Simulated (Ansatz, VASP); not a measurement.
Two plane-wave programs on Zn

```
Zn
1.0
     2.69185    0.00000    0.00000
    -1.34593    2.33121    0.00000
     0.00000    0.00000    4.84777
Zn
2
Direct
  0.33333 0.66667 0.25000
  0.66667 0.33333 0.75000
```

Change from the starting cell: z stretched by -2 % at fixed volume, PAW files.

Alike in both runs: task electric field gradients; functional PBE; k mesh 18 × 18 × 8; occupations fermi-dirac, width 0.03 eV; no spin polarisation.

|  | VASP | Ansatz |
| --- | --- | --- |
| version | VASP 6.6.1 | Ansatz 0.2.0 |
| potentials or method | VASP PAW PBE potentials, release 64 (Zn) | PAW with Ansatz's default frozen-core files, scalar-relativistic |
| plane-wave cutoff (eV) | 520 | 420 |
| valence electrons in the cell | 24 | 24 |

```tsv
	VASP	Ansatz	Ansatz less VASP
pressure (GPa)	-0.4	-0.7	-0.31
traceless stress, the component that is largest in VASP (GPa)	1.78	1.90	+0.119
size of Vzz on the site where it differs most (V/Å²)	26.1	26.1	+0.04
```
